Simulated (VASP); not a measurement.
# NaH (P4/mmm) in VASP: a series of runs

NaH is run at these levels: PBE; tasks: single point.

Program: VASP 6.6.1. These are calculated values, not measurements. Logs are shortened: lines on timing, memory, paths and dates and some standing lists are left out, and cuts for length are marked.

## Step 1: The cell of the first run

The structure is tetragonal, space group P4/mmm (No. 123). The conventional cell has a = 2.807 Å, b = 2.807 Å, c = 3.029 Å, α = 90.00°, β = 90.00°, γ = 90.00°. Na (site symmetry 4/mmm) has 8 H at 2.50 Å and 6 Na at 2.81 to 3.03 Å within 3.3 Å. Within 3.3 Å of H (site symmetry 4/mmm) lie 8 Na at 2.50 Å and 6 H at 2.81 to 3.03 Å.

## Step 2: Single point, PBE (strain -0.050 along x and y, +0.025 along z)

INCAR

```
ALGO     = Normal         # electronic algorithm
EDIFF    = 1E-7           # SCF threshold, eV
ENCUT    = 520            # plane-wave cutoff, eV
GGA      = PE             # functional
ISIF     = 2              # what is computed and relaxed
ISMEAR   = 0              # smearing method
LASPH    = True           # aspherical terms in the spheres
LCHARG   = False          # write CHGCAR
LREAL    = False          # projectors in reciprocal space
LWAVE    = False          # write WAVECAR
NBANDS   = 11             # bands
NELM     = 80             # most SCF steps
PREC     = Accurate       # precision mode
SIGMA    = 0.05           # smearing width, eV
```

KPOINTS

```
k-points
0
Gamma
  10 10 10
```

POSCAR

```
NaH
1.0
    2.8073678000      0.0000000000      0.0000000000
    0.0000000000      2.8073678000      0.0000000000
    0.0000000000      0.0000000000      3.0290021000
Na H
1 1
Direct
    0.0000000000      0.0000000000      0.0000000000
    0.5000000000      0.5000000000      0.5000000000
```

Potentials or basis: VASP PAW PBE potentials, release 64 (Na_pv, H).

Launch:

```bash
$ cat potpaw_PBE.64/Na_pv/POTCAR potpaw_PBE.64/H/POTCAR > POTCAR
$ mpirun -np 1 vasp_std > vasp.out
```

OUTCAR:

```text
EDIFF = 1E-7
   ENCUT = 520
   GGA = PE
   ISIF = 2
   ISMEAR = 0
   LASPH = True
   LREAL = False
   NELM = 80
   PREC = Accurate

 ion  position               nearest neighbor table
   1  0.000  0.000  0.000-
   2  0.500  0.500  0.500-

  LATTYP: Found a simple tetragonal cell.
 ALAT       =     2.8073678000
 C/A-ratio  =     1.0789473684

  Lattice vectors:

 A1 = (   2.8073678000,   0.0000000000,   0.0000000000)
 A2 = (   0.0000000000,   2.8073678000,   0.0000000000)
 A3 = (   0.0000000000,   0.0000000000,   3.0290021000)

Analysis of symmetry for initial positions (statically):
=====================================================================
 Subroutine PRICEL returns:
 Original cell was already a primitive cell.

 Routine SETGRP: Setting up the symmetry group for a
 simple tetragonal supercell.

 Subroutine GETGRP returns: Found 16 space group operations
 (whereof 16 operations were pure point group operations)
 out of a pool of 16 trial point group operations.

The static configuration has the point symmetry D_4h.

Analysis of symmetry for dynamics (positions and initial velocities):
=====================================================================
 Subroutine PRICEL returns:
 Original cell was already a primitive cell.

 Routine SETGRP: Setting up the symmetry group for a
 simple tetragonal supercell.

 Subroutine GETGRP returns: Found 16 space group operations
 (whereof 16 operations were pure point group operations)
 out of a pool of 16 trial point group operations.

The dynamic configuration has the point symmetry D_4h.

 Subroutine INISYM returns: Found 16 space group operations
 (whereof 16 operations are pure point group operations),
 and found     1 'primitive' translations

----------------------------------------------------------------------------------------

                                     Primitive cell

  volume of cell :      23.8725

  direct lattice vectors                    reciprocal lattice vectors
     2.807367800  0.000000000  0.000000000     0.356205553  0.000000000  0.000000000
     0.000000000  2.807367800  0.000000000     0.000000000  0.356205553  0.000000000
     0.000000000  0.000000000  3.029002100     0.000000000  0.000000000  0.330141732

  length of vectors
     2.807367800  2.807367800  3.029002100     0.356205553  0.356205553  0.330141732

  position of ions in fractional coordinates (direct lattice)
     0.000000000  0.000000000  0.000000000
     0.500000000  0.500000000  0.500000000

  ion indices of the primitive-cell ions
   primitive index   ion index
                 1           1
                 2           2

----------------------------------------------------------------------------------------

 KPOINTS: k-points

Automatic generation of k-mesh.
 Grid dimensions read from file:
 generate k-points for:   10   10   10

 Generating k-lattice:

  Cartesian coordinates                     Fractional coordinates (reciprocal lattice)
     0.035620555  0.000000000  0.000000000     0.100000000  0.000000000  0.000000000
     0.000000000  0.035620555  0.000000000     0.000000000  0.100000000  0.000000000
     0.000000000  0.000000000  0.033014173     0.000000000  0.000000000  0.100000000

  Length of vectors
     0.035620555  0.035620555  0.033014173

  Shift w.r.t. Gamma in fractional coordinates (k-lattice)
     0.000000000  0.000000000  0.000000000

 Subroutine IBZKPT returns following result:
 ===========================================

 Found    126 irreducible k-points:

 Following reciprocal coordinates:
            Coordinates               Weight
  0.000000  0.000000  0.000000      1.000000
  0.100000  0.000000  0.000000      4.000000
  0.200000  0.000000  0.000000      4.000000
  0.300000  0.000000  0.000000      4.000000
  0.400000  0.000000  0.000000      4.000000
  0.500000  0.000000  0.000000      2.000000
[... 16 lines left out ...]
  0.100000  0.000000  0.100000      8.000000
  0.200000  0.000000  0.100000      8.000000
 [... further k-points ...]
   k-points           NKPTS =    126   k-points in BZ     NKDIM =    126   number of bands    NBANDS=     11
   number of dos      NEDOS =    301   number of ions     NIONS =      2
   total plane-waves  NPLWV =  13824
   dimension x,y,z NGX =    24 NGY =   24 NGZ =   24
   dimension x,y,z NGXF=    48 NGYF=   48 NGZF=   48
   ions per type =               1   1
   NGX,Y,Z   is equivalent  to a cutoff of  14.21, 14.21, 13.17 a.u.
   NGXF,Y,Z  is equivalent  to a cutoff of  28.42, 28.42, 26.34 a.u.
 SYSTEM =  unknown system
   PREC   = accura    normal or accurate (medium, high low for compatibility)
   ISTART =      0    job   : 0-new  1-cont  2-samecut
   ICHARG =      2    charge: 1-file 2-atom 10-const
   ISPIN  =      1    spin polarized calculation?
   LNONCOLLINEAR =      F non collinear calculations
   LSORBIT =      F    spin-orbit coupling
   LASPH  =      T    aspherical Exc in radial PAW
   ENCUT  =  520.0 eV  38.22 Ry    6.18 a.u.   5.22  5.22  5.63*2*pi/ulx,y,z
   NELM   =     80;   NELMIN=  2; NELMDL= -5     # of ELM steps
   EDIFF  = 0.1E-06   stopping-criterion for ELM
   LREAL  =      F    real-space projection
   EDIFFG = 0.1E-05   stopping-criterion for IOM
   NSW    =      0    number of steps for IOM
   IBRION =     -1    ionic relax: 0-MD 1-quasi-New 2-CG
   NFREE  =      0    steps in history (QN), initial steepest desc. (CG)
   ISIF   =      2    stress and relaxation
   ISYM   =      2    0-nonsym 1-usesym 2-fastsym
   POTIM  = 0.5000    time-step for ionic-motion
   TEBEG  =    0.0;   TEEND  =   0.0 temperature during run
   PSTRESS=    0.0 pullay stress
   NELECT =       8.0000    total number of electrons
   NUPDOWN=      -1.0000    fix difference up-down
   EMIN   =  10.00;   EMAX   =-10.00  energy-range for DOS
   EFERMI =   0.00;   METHOD = LEGACY
   ISMEAR =     0;   SIGMA  =   0.05  broadening in eV -4-tet -1-fermi 0-gaus
   EFERMI_NEDOS =   21; number of points for ismear=-14 and -15
   IALGO  =     38    algorithm
   IMIX   =      4    mixing-type and parameters
     AMIX     =   0.40;   BMIX     =  1.00
     AMIX_MAG =   1.60;   BMIX_MAG =  1.00
  volume/ion in A,a.u.               =      11.94        80.55
  Fermi-wavevector in a.u.,A,eV,Ry     =   1.137118  2.148841 17.592832  1.293037
  Thomas-Fermi vector in A             =   2.273823
   LORBIT       =      0    0 simple, 1 ext, 2 COOP (PROOUT), +10 PAW based schemes
   GGA     = PE    functional components
   LHFCALC =     F    Hartree Fock is set to
   AEXX    =    0.0000 exact exchange contribution
   IVDW    =     0    specifies the selected vdW correction
   LEPSILON=     F    determine dielectric tensor
   LRPA    =     F    only Hartree local field effects (RPA)
 non-spin polarized calculation
 Gauss-broadening in eV      SIGMA  =   0.05
  energy-cutoff  :      520.00
  volume of cell :       23.87
 maximum number of plane-waves:       660
 NGX is ok and might be reduce to    24
   NGX = 11   NGY = 11   NGZ = 11

 number of electron       7.9999988 magnetization

 Free energy of the ion-electron system (eV)
  ---------------------------------------------------
  ext. energy  EPLUGINS =         0.00000000
  ---------------------------------------------------
  free energy    TOTEN  =        -4.72065863 eV

  energy without entropy =       -4.72065863  energy(sigma->0) =       -4.72065863

 E-fermi :   1.9784     XC(G=0):  -8.4372

 val. band max:        1.7770309162   @ k =   0.5000   0.5000   0.5000
 cond. band min:       2.2760224508   @ k =   0.0000   0.0000   0.5000
 fundamental gap:      0.4989915345
 Fermi energy:         1.9783989650

 k-point     1 :       0.0000    0.0000    0.0000
  band No.  band energies     occupation
      1     -22.8989      2.00000
      2     -22.8855      2.00000
      3     -22.8855      2.00000
      4      -4.5638      2.00000
      5      10.4962      0.00000
      6      12.9076      0.00000
      7      13.0835      0.00000
      8      13.7122      0.00000
      9      15.6990      0.00000
     10      15.6990      0.00000
     11      27.8370      0.00000

 k-point     2 :       0.1000    0.0000    0.0000
  band No.  band energies     occupation
      1     -22.9118      2.00000
      2     -22.8963      2.00000
      3     -22.8832      2.00000
      4      -4.3872      2.00000
      5      10.2001      0.00000
      6      11.5884      0.00000
      7      13.2129      0.00000
      8      13.4822      0.00000
      9      15.8246      0.00000
     10      18.1276      0.00000
     11      26.0603      0.00000

 k-point     3 :       0.2000    0.0000    0.0000
  band No.  band energies     occupation
      1     -22.9802      2.00000
      2     -22.8895      2.00000
      3     -22.8773      2.00000
      4      -3.8738      2.00000
      5       8.0391      0.00000
      6      11.4759      0.00000
      7      13.5942      0.00000
      8      13.9313      0.00000
      9      16.1930      0.00000
     10      21.6411      0.00000
     11      23.5818      0.00000

 k-point     4 :       0.3000    0.0000    0.0000
  band No.  band energies     occupation
      1     -23.0637      2.00000
      2     -22.8811      2.00000
      3     -22.8699      2.00000
      4      -3.0836      2.00000
      5       5.6800      0.00000
      6      12.0335      0.00000
      7      14.1959      0.00000
      8      14.6827      0.00000
      9      16.7670      0.00000
     10      21.3986      0.00000
     11      22.1702      0.00000
[... 239 lines left out ...]
 k-point    22 :       0.0000    0.0000    0.1000
  band No.  band energies     occupation
      1     -22.9136      2.00000
      2     -22.8844      2.00000
      3     -22.8844      2.00000
      4      -4.4148      2.00000
      5       8.8811      0.00000
      6      12.6259      0.00000
      7      13.8653      0.00000
      8      15.3517      0.00000
      9      15.8042      0.00000
     10      15.8042      0.00000
     11      26.5662      0.00000

 k-point    23 :       0.1000    0.0000    0.1000
  band No.  band energies     occupation
      1     -22.9126      2.00000
      2     -22.9088      2.00000
      3     -22.8821      2.00000
      4      -4.2404      2.00000
      5       8.9680      0.00000
      6      11.1202      0.00000
      7      13.4531      0.00000
      8      15.4424      0.00000
      9      15.9325      0.00000
     10      18.2326      0.00000
     11      24.2596      0.00000

 k-point    24 :       0.2000    0.0000    0.1000
  band No.  band energies     occupation
      1     -22.9787      2.00000
      2     -22.9034      2.00000
      3     -22.8762      2.00000
      4      -3.7335      2.00000
      5       8.0731      0.00000
      6       9.8183      0.00000
      7      13.7735      0.00000
      8      15.8415      0.00000
      9      16.3086      0.00000
     10      21.4746      0.00000
     11      21.9060      0.00000

 [... further k-points ...]

------------------------ aborting loop because EDIFF is reached ----------------------------------------

  FORCE on cell =-STRESS in cart. coord.  units (eV):
  Direction    XX          YY          ZZ          XY          YZ          ZX
  --------------------------------------------------------------------------------------
  -------------------------------------------------------------------------------------
  Total        0.8451029      0.8451029     -0.5831116      0.0000000      0.0000000      0.0000000
  in kB       56.7181407     56.7181407    -39.1348863      0.0000000      0.0000000      0.0000000
  external PRESSURE =      24.7671317 kB  Pullay stress =       0.0000000 kB

 VOLUME and BASIS-vectors are now :
 -----------------------------------------------------------------------------
  energy-cutoff  :      520.00
  volume of cell :       23.87
      direct lattice vectors                 reciprocal lattice vectors
     2.807367800  0.000000000  0.000000000     0.356205553  0.000000000  0.000000000
     0.000000000  2.807367800  0.000000000     0.000000000  0.356205553  0.000000000
     0.000000000  0.000000000  3.029002100     0.000000000  0.000000000  0.330141732

 POSITION                                       TOTAL-FORCE (eV/Angst)
 -----------------------------------------------------------------------------------
      0.00000      0.00000      0.00000         0.000000      0.000000      0.000000
      1.40368      1.40368      1.51450         0.000000      0.000000      0.000000
 -----------------------------------------------------------------------------------
    total drift:                                0.000000      0.000000      0.000000

  FREE ENERGIE OF THE ION-ELECTRON SYSTEM (eV)
  ---------------------------------------------------
  free  energy   TOTEN  =        -4.7206586344 eV

  energy  without entropy=       -4.7206586344  energy(sigma->0) =       -4.72065863
```

Run time: 26 s. Hardware: 1 thread of Intel Xeon 8259CL, shared host; peak memory 0.15 GiB.

What came out:

```yaml
Free_energy: -4.7207 eV
Pressure: 2.5 GPa
Band_gap_on_the_k_mesh: 0.50 eV (least direct gap 4.49 eV)
```

Stress tensor (GPa, compression positive):
```
 5.67  0.00  0.00
 0.00  5.67  0.00
 0.00  0.00 -3.91
```

Caveat: the cell differs from its parent crystal (strain -0.050 along x and y, +0.025 along z).

## Step 3: Single point, PBE (strain +0.000 along x and y, -0.050 along z)

INCAR

```
SYSTEM = NaH
PREC = Accurate
ENCUT = 520
EDIFF = 1E-6
ISMEAR = 0
SIGMA = 0.05
LREAL = .False.
LASPH = .True.
NELM = 100
ALGO = Normal
ISIF = 2
LWAVE = .False.
LCHARG = .False.
GGA = PE
NBANDS = 11
```

KPOINTS

```
regular mesh
0
Gamma
  10 10 10
  0 0 0
```

POSCAR

```
NaH
1.0
    2.9551240000      0.0000000000      0.0000000000
    0.0000000000      2.9551240000      0.0000000000
    0.0000000000      0.0000000000      2.8073678000
Na H
1 1
Direct
    0.0000000000      0.0000000000      0.0000000000
    0.5000000000      0.5000000000      0.5000000000
```

Potentials or basis: VASP PAW PBE potentials, release 64 (Na_pv, H).

Launch:

```bash
$ cat potpaw_PBE.64/Na_pv/POTCAR potpaw_PBE.64/H/POTCAR > POTCAR
$ mpirun -np 1 vasp_std > vasp.out
```

It took 19 s on 1 thread of Intel Xeon 8259CL, shared host; peak memory 0.15 GiB.

Results (log left out):

- Free energy: -4.7488 eV
- Pressure: 1.6 GPa
- Band gap on the k mesh: 0.85 eV (least direct gap 4.53 eV)

Stress tensor (GPa, compression positive):
```
-0.49  0.00  0.00
 0.00 -0.49  0.00
 0.00  0.00  5.72
```

Levels at points of the mesh, in eV from the valence-band top:
| k point | band 1 | band 2 | band 3 | band 4 | band 5 | band 6 | band 7 | band 8 | band 9 |
| --- | --- | --- | --- | --- | --- | --- | --- | --- | --- |
| (0.00, 0.00, 0.00) | -24.61 | -24.61 | -24.60 | -6.19 | 8.90 | 10.68 | 11.80 | 12.26 | 12.26 |
| (0.50, 0.00, 0.00) | -24.79 | -24.60 | -24.59 | -3.68 | 0.85 | 11.34 | 14.21 | 14.48 | 15.94 |
| (0.50, 0.50, 0.00) | -24.76 | -24.76 | -24.57 | -2.05 | 4.05 | 4.05 | 6.75 | 15.95 | 19.98 |
| (0.00, 0.00, 0.50) | -24.87 | -24.59 | -24.59 | -3.33 | 1.35 | 11.04 | 14.45 | 14.47 | 14.47 |
| (0.50, 0.00, 0.50) | -24.84 | -24.75 | -24.57 | -1.73 | 4.45 | 4.54 | 7.21 | 14.71 | 18.43 |
| (0.50, 0.50, 0.50) | -24.81 | -24.72 | -24.72 | 0.00 | 6.89 | 6.89 | 7.10 | 9.36 | 9.47 |

Caveat: the cell differs from its parent crystal (strain +0.000 along x and y, -0.050 along z). A k mesh can miss the band edges.
